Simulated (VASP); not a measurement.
# TaN in VASP: a series of runs

TaN is run at these levels: PBEsol; tasks: single point.

All numbers are computed with VASP 6.6.1; they aren't measurements. Logs are shortened: lines on timing, memory, paths and dates and some standing lists are left out, and cuts for length are marked.

## Step 1: The cell of the first run

The typed cell holds 2 atoms: a = 3.139 Å, b = 3.139 Å, c = 3.067 Å, α = 90.00°, β = 59.24°, γ = 120.00°.

## Step 2: Single point, PBEsol

File INCAR:

```
SYSTEM = TaN
  PREC = Accurate
  ENCUT = 520
  EDIFF = 1E-7
  ISMEAR = 0
  SIGMA = 0.1
  LREAL = .FALSE.
  LASPH = .TRUE.
  NELM = 100
  ALGO = Normal
  ISIF = 2
  LWAVE = .FALSE.
  LCHARG = .FALSE.
  GGA = PS
  ISYM = 0
  NBANDS = 15
```

File KPOINTS:

```
Automatic mesh
0
G
  12 12 14
  0 0 0
```

File POSCAR:

```
TaN
1.0
    3.1393031393     -0.0000000369     -0.0006334289
   -1.5696516016      2.7187163241      0.0000000000
    1.5691506159      0.9059495305      2.4746518319
Ta N
1 1
Direct
    0.0000000000      0.0000000000      0.0000000000
    0.0000000000      0.5000000000      0.5000000000
```

Potentials or basis: VASP PAW PBE potentials, release 64 (Ta_pv, N).

Launch:

```bash
$ cat potpaw_PBE.64/Ta_pv/POTCAR potpaw_PBE.64/N/POTCAR > POTCAR
$ mpirun -np 1 vasp_std > vasp.out
```

OUTCAR:

```text
SYSTEM = TaN
   PREC = Accurate
   ENCUT = 520
   EDIFF = 1E-7
   ISMEAR = 0
   LREAL = .FALSE.
   LASPH = .TRUE.
   NELM = 100
   ISIF = 2
   GGA = PS
   ISYM = 0

 ion  position               nearest neighbor table
   1  0.000  0.000  0.000-   2 2.19   2 2.19   2 2.19   2 2.19   2 2.20   2 2.20
   2  0.000  0.500  0.500-   1 2.19   1 2.19   1 2.19   1 2.19   1 2.20   1 2.20

IMPORTANT INFORMATION: All symmetrisations will be switched off!
NOSYMM: (Re-)initialisation of all symmetry stuff for point group C_1.

----------------------------------------------------------------------------------------

                                     Primitive cell

  volume of cell :      21.1244

  direct lattice vectors                    reciprocal lattice vectors
     3.139303139 -0.000000037 -0.000633429     0.318487703  0.183878961 -0.269266256
    -1.569651602  2.718716324  0.000000000    -0.000027161  0.367804967 -0.134633128
     1.569150616  0.905949531  2.474651832     0.000081522  0.000047067  0.404028327

  length of vectors
     3.139303203  3.139303203  3.067063726     0.455796233  0.391671512  0.404028338

  position of ions in fractional coordinates (direct lattice)
     0.000000000  0.000000000  0.000000000
     0.000000000  0.500000000  0.500000000

  ion indices of the primitive-cell ions
   primitive index   ion index
                 1           1
                 2           2

----------------------------------------------------------------------------------------

 KPOINTS: Automatic mesh

Automatic generation of k-mesh.
 Grid dimensions read from file:
 generate k-points for:   12   12   14

 Generating k-lattice:

  Cartesian coordinates                     Fractional coordinates (reciprocal lattice)
     0.026540642  0.015323247 -0.022438855     0.083333333  0.000000000  0.000000000
    -0.000002263  0.030650414 -0.011219427    -0.000000000  0.083333333  0.000000000
     0.000005823  0.000003362  0.028859166     0.000000000  0.000000000  0.071428571

  Length of vectors
     0.037983019  0.032639293  0.028859167

  Shift w.r.t. Gamma in fractional coordinates (k-lattice)
     0.000000000  0.000000000  0.000000000

 Subroutine IBZKPT returns following result:
 ===========================================

 Found   1012 irreducible k-points:

 Following reciprocal coordinates:
            Coordinates               Weight
  0.000000  0.000000  0.000000      1.000000
  0.083333  0.000000  0.000000      2.000000
  0.166667  0.000000  0.000000      2.000000
  0.250000  0.000000  0.000000      2.000000
  0.333333  0.000000  0.000000      2.000000
  0.416667  0.000000  0.000000      2.000000
[... 16 lines left out ...]
 -0.250000  0.166667 -0.000000      2.000000
  0.166667  0.166667  0.000000      2.000000
 [... further k-points ...]
   k-points           NKPTS =   1012   k-points in BZ     NKDIM =   1012   number of bands    NBANDS=     15
   number of dos      NEDOS =    301   number of ions     NIONS =      2
   total plane-waves  NPLWV =  13824
   dimension x,y,z NGX =    24 NGY =   24 NGZ =   24
   dimension x,y,z NGXF=    48 NGYF=   48 NGZF=   48
   ions per type =               1   1
   NGX,Y,Z   is equivalent  to a cutoff of  12.71, 12.71, 13.01 a.u.
   NGXF,Y,Z  is equivalent  to a cutoff of  25.42, 25.42, 26.02 a.u.
 SYSTEM =  TaN
   PREC   = accura    normal or accurate (medium, high low for compatibility)
   ISTART =      0    job   : 0-new  1-cont  2-samecut
   ICHARG =      2    charge: 1-file 2-atom 10-const
   ISPIN  =      1    spin polarized calculation?
   LNONCOLLINEAR =      F non collinear calculations
   LSORBIT =      F    spin-orbit coupling
   LASPH  =      T    aspherical Exc in radial PAW
   ENCUT  =  520.0 eV  38.22 Ry    6.18 a.u.   5.84  5.84  5.70*2*pi/ulx,y,z
   NELM   =    100;   NELMIN=  2; NELMDL= -5     # of ELM steps
   EDIFF  = 0.1E-06   stopping-criterion for ELM
   LREAL  =      F    real-space projection
   EDIFFG = 0.1E-05   stopping-criterion for IOM
   NSW    =      0    number of steps for IOM
   IBRION =     -1    ionic relax: 0-MD 1-quasi-New 2-CG
   NFREE  =      0    steps in history (QN), initial steepest desc. (CG)
   ISIF   =      2    stress and relaxation
   ISYM   =      0    0-nonsym 1-usesym 2-fastsym
   POTIM  = 0.5000    time-step for ionic-motion
   TEBEG  =    0.0;   TEEND  =   0.0 temperature during run
   PSTRESS=    0.0 pullay stress
   NELECT =      16.0000    total number of electrons
   NUPDOWN=      -1.0000    fix difference up-down
   EMIN   =  10.00;   EMAX   =-10.00  energy-range for DOS
   EFERMI =   0.00;   METHOD = LEGACY
   ISMEAR =     0;   SIGMA  =   0.10  broadening in eV -4-tet -1-fermi 0-gaus
   EFERMI_NEDOS =   21; number of points for ismear=-14 and -15
   IALGO  =     38    algorithm
   IMIX   =      4    mixing-type and parameters
     AMIX     =   0.40;   BMIX     =  1.00
     AMIX_MAG =   1.60;   BMIX_MAG =  1.00
  volume/ion in A,a.u.               =      10.56        71.28
  Fermi-wavevector in a.u.,A,eV,Ry     =   1.492289  2.820018 30.299189  2.226928
  Thomas-Fermi vector in A             =   2.604836
   LORBIT       =      0    0 simple, 1 ext, 2 COOP (PROOUT), +10 PAW based schemes
   GGA     = PS    functional components
   LHFCALC =     F    Hartree Fock is set to
   AEXX    =    0.0000 exact exchange contribution
   IVDW    =     0    specifies the selected vdW correction
   LEPSILON=     F    determine dielectric tensor
   LRPA    =     F    only Hartree local field effects (RPA)
 non-spin polarized calculation
 Gauss-broadening in eV      SIGMA  =   0.10
  energy-cutoff  :      520.00
  volume of cell :       21.12
 maximum number of plane-waves:       583
   NGX = 11   NGY = 11   NGZ = 11

 number of electron      16.0000001 magnetization

 Free energy of the ion-electron system (eV)
  ---------------------------------------------------
  ext. energy  EPLUGINS =         0.00000000
  ---------------------------------------------------
  free energy    TOTEN  =       -23.20834979 eV

  energy without entropy =      -23.20399103  energy(sigma->0) =      -23.20617041

 E-fermi :   9.4419     XC(G=0): -13.6255

 val. band max:        9.4382868288   @ k =   0.3333   0.0833   0.3571
 cond. band min:       9.4435508331   @ k =  -0.0833   0.0833  -0.4286
 fundamental gap:      0.0052640043
 Fermi energy:         9.4419076942

 k-point     1 :       0.0000    0.0000    0.0000
  band No.  band energies     occupation
      1     -26.2685      2.00000
      2     -26.2666      2.00000
      3     -26.1929      2.00000
      4      -9.4081      2.00000
      5       5.5800      2.00000
      6       5.5803      2.00000
      7       5.7760      2.00000
      8       7.1052      2.00000
      9       7.1058      2.00000
     10       7.6589      2.00000
     11       9.4958      0.44596
     12       9.4995      0.41522
     13      11.0908      0.00000
     14      18.8481      0.00000
     15      21.8263      0.00000

 k-point     2 :       0.0833    0.0000    0.0000
  band No.  band energies     occupation
      1     -26.3142      2.00000
      2     -26.2892      2.00000
      3     -26.2252      2.00000
      4      -9.1850      2.00000
      5       4.2168      2.00000
      6       5.1364      2.00000
      7       5.3153      2.00000
      8       6.9301      2.00000
      9       7.9087      2.00000
     10       8.2569      2.00000
     11       9.6183      0.01260
     12      10.4514      0.00000
     13      12.0726      0.00000
     14      19.5441      0.00000
     15      21.8258      0.00000

 k-point     3 :       0.1667    0.0000    0.0000
  band No.  band energies     occupation
      1     -26.4613      2.00000
      2     -26.3457      2.00000
      3     -26.2875      2.00000
      4      -8.6361      2.00000
      5       2.3345      2.00000
      6       4.6504      2.00000
      7       4.8391      2.00000
      8       6.1689      2.00000
      9       9.3858      1.57210
     10       9.6659      0.00154
     11       9.9639      0.00000
     12      11.1436      0.00000
     13      14.7438      0.00000
     14      21.3753      0.00000
     15      21.8241      0.00000

 k-point     4 :       0.2500    0.0000    0.0000
  band No.  band energies     occupation
      1     -26.6553      2.00000
      2     -26.4224      2.00000
      3     -26.3603      2.00000
      4      -8.1032      2.00000
      5       1.2954      2.00000
      6       4.4538      2.00000
      7       4.6399      2.00000
      8       5.2943      2.00000
      9      10.4145      0.00000
     10      11.0067      0.00000
     11      11.1791      0.00000
     12      11.9193      0.00000
     13      17.0796      0.00000
     14      21.8161      0.00000
     15      23.8278      0.00000
[... 307 lines left out ...]
 k-point    22 :       0.0833    0.1667    0.0000
  band No.  band energies     occupation
      1     -26.6432      2.00000
      2     -26.3107      2.00000
      3     -26.2708      2.00000
      4      -8.2328      2.00000
      5       1.8761      2.00000
      6       3.3147      2.00000
      7       3.8871      2.00000
      8       7.4924      2.00000
      9       9.2557      1.99153
     10       9.5982      0.02709
     11      11.9387      0.00000
     12      12.6162      0.00000
     13      14.7981      0.00000
     14      21.7874      0.00000
     15      21.9130      0.00000

 k-point    23 :      -0.2500    0.1667   -0.0000
  band No.  band energies     occupation
      1     -26.6432      2.00000
      2     -26.3107      2.00000
      3     -26.2708      2.00000
      4      -8.2328      2.00000
      5       1.8761      2.00000
      6       3.3147      2.00000
      7       3.8871      2.00000
      8       7.4924      2.00000
      9       9.2557      1.99153
     10       9.5982      0.02709
     11      11.9387      0.00000
     12      12.6162      0.00000
     13      14.7981      0.00000
     14      21.7874      0.00000
     15      21.9130      0.00000

 k-point    24 :       0.1667    0.1667    0.0000
  band No.  band energies     occupation
      1     -26.7900      2.00000
      2     -26.3867      2.00000
      3     -26.3434      2.00000
      4      -7.7271      2.00000
      5       0.9426      2.00000
      6       3.0160      2.00000
      7       3.7476      2.00000
      8       6.8140      2.00000
      9      10.7742      0.00000
     10      11.0674      0.00000
     11      12.3819      0.00000
     12      13.1197      0.00000
     13      16.9441      0.00000
     14      21.7485      0.00000
     15      22.1720      0.00000

 [... further k-points ...]
[... 5 lines left out ...]
  --------------------------------------------------------------------------------------
  -------------------------------------------------------------------------------------
  Total       -0.4557040     -0.4636356      0.1190730      0.0068683     -0.0028039     -0.0048556
  in kB      -34.5627339    -35.1643010      9.0310569      0.5209269     -0.2126638     -0.3682716
  external PRESSURE =     -20.2319927 kB  Pullay stress =       0.0000000 kB

 VOLUME and BASIS-vectors are now :
 -----------------------------------------------------------------------------
  energy-cutoff  :      520.00
  volume of cell :       21.12
      direct lattice vectors                 reciprocal lattice vectors
     3.139303139 -0.000000037 -0.000633429     0.318487703  0.183878961 -0.269266256
    -1.569651602  2.718716324  0.000000000    -0.000027161  0.367804967 -0.134633128
     1.569150616  0.905949531  2.474651832     0.000081522  0.000047067  0.404028327

 POSITION                                       TOTAL-FORCE (eV/Angst)
 -----------------------------------------------------------------------------------
      0.00000      0.00000      0.00000        -0.000000     -0.000000     -0.000000
     -0.00025      1.81233      1.23733         0.000000      0.000000      0.000000
 -----------------------------------------------------------------------------------
    total drift:                                0.000000     -0.000000      0.000000

  FREE ENERGIE OF THE ION-ELECTRON SYSTEM (eV)
  ---------------------------------------------------
  free  energy   TOTEN  =       -23.2083497901 eV

  energy  without entropy=      -23.2039910284  energy(sigma->0) =      -23.20617041
```

It took 3.7 min on 1 thread of Intel Xeon Platinum 8259CL at 2.50GHz (Skylake/Cascade Lake), shared host; peak memory 0.42 GiB.

What came out:

```yaml
Free_energy: -23.2083 eV
Pressure: -2.0 GPa
Band_gap_on_the_k_mesh: zero (band 8 reaches 11.59 eV, above the bottom of band 9 at 7.11 eV)
```

Levels at points of the mesh, in eV from the Fermi level:
```
           k point  band 6  band 7  band 8  band 9  band 10  band 11
(0.00, 0.00, 0.00)   -3.86   -3.67   -2.34   -2.34    -1.78     0.05
(0.50, 0.00, 0.00)   -5.54   -4.72   -4.51    2.09     3.55     3.64
(0.00, 0.50, 0.00)   -7.71   -7.36    1.58    1.63     2.50     3.89
(0.50, 0.50, 0.00)   -7.71   -7.36    1.58    1.63     2.50     3.89
(0.00, 0.00, 0.50)   -7.83   -7.83    2.15    2.15     2.19     3.72
(0.50, 0.00, 0.50)   -7.72   -7.37    1.58    1.63     2.51     3.89
(0.00, 0.50, 0.50)   -5.54   -4.72   -4.51    2.09     3.54     3.64
(0.50, 0.50, 0.50)   -5.54   -4.72   -4.51    2.09     3.54     3.64
```

Caveat: the PAW data sets were made with another functional, which shifts forces and pressure a little; spin-orbit coupling is left out, which moves the levels of the heavy elements.

## Step 3: Single point, PBEsol

This run uses another cell than the first one, of 10.59 Å³/atom, 1.003 times its volume.

File INCAR:

```
SYSTEM = TaN
ALGO = Normal ; EDIFF = 1E-6
ENCUT = 520 ; GGA = PS
ISIF = 2 ; ISMEAR = 0
ISYM = 0 ; LASPH = .True.
LCHARG = .False. ; LREAL = .False.
LWAVE = .False. ; NBANDS = 15
NELM = 60 ; PREC = Accurate
SIGMA = 0.1
```

File KPOINTS:

```
k-points
0
Gamma
  12 12 14
  0 0 0
```

File POSCAR:

```
TaN
1.0
    3.1393032032      0.0000000000      0.0000000000
   -1.5696516016      2.7187163241      0.0000000000
    1.5696516016      0.9062387747      2.4826970658
Ta N
1 1
Direct
    0.0000000000      0.0000000000      0.0000000000
    0.0000000000      0.5000000000      0.5000000000
```

Potentials or basis: VASP PAW PBE potentials, release 64 (Ta_pv, N).

Launch:

```bash
$ cat potpaw_PBE.64/Ta_pv/POTCAR potpaw_PBE.64/N/POTCAR > POTCAR
$ mpirun -np 1 vasp_std > vasp.out
```

Wall time 3.7 min (1 thread of Intel Xeon Platinum 8259CL at 2.50GHz (Skylake/Cascade Lake), shared host); peak memory 0.42 GiB.

The run converged. Its results:

```yaml
Free_energy: -23.2085 eV
Pressure: -3.1 GPa
Band_gap_on_the_k_mesh: zero (band 8 reaches 11.53 eV, above the bottom of band 9 at 7.10 eV)
```

Stress tensor (GPa, compression positive):
```
-4.32  0.10 -0.07
 0.10 -4.44 -0.04
-0.07 -0.04 -0.56
```

Levels at points of the mesh, in eV from the Fermi level:
```
           k point  band 4  band 5  band 6  band 7  band 8  band 9  band 10  band 11  band 12  band 13
(0.00, 0.00, 0.00)  -18.83   -3.85   -3.85   -3.67   -2.31   -2.31    -1.81     0.05     0.05     1.61
(0.50, 0.00, 0.00)  -17.54   -6.63   -5.52   -4.70   -4.52    2.09     3.54     3.62     4.60     6.82
(0.00, 0.50, 0.00)  -15.75  -10.43   -7.68   -7.37    1.60    1.65     2.45     3.87     7.47     7.60
(0.50, 0.50, 0.00)  -15.75  -10.43   -7.68   -7.37    1.60    1.65     2.45     3.87     7.47     7.60
(0.00, 0.00, 0.50)  -15.66  -10.39   -7.79   -7.79    2.12    2.12     2.17     3.72     7.77     7.77
(0.50, 0.00, 0.50)  -15.75  -10.43   -7.68   -7.37    1.60    1.65     2.45     3.87     7.47     7.60
(0.00, 0.50, 0.50)  -17.54   -6.63   -5.52   -4.70   -4.52    2.09     3.54     3.62     4.60     6.82
(0.50, 0.50, 0.50)  -17.54   -6.63   -5.52   -4.70   -4.52    2.09     3.54     3.62     4.60     6.82
```

Caveat: the PAW data sets were made with another functional, which shifts forces and pressure a little; spin-orbit coupling is left out, which moves the levels of the heavy elements.
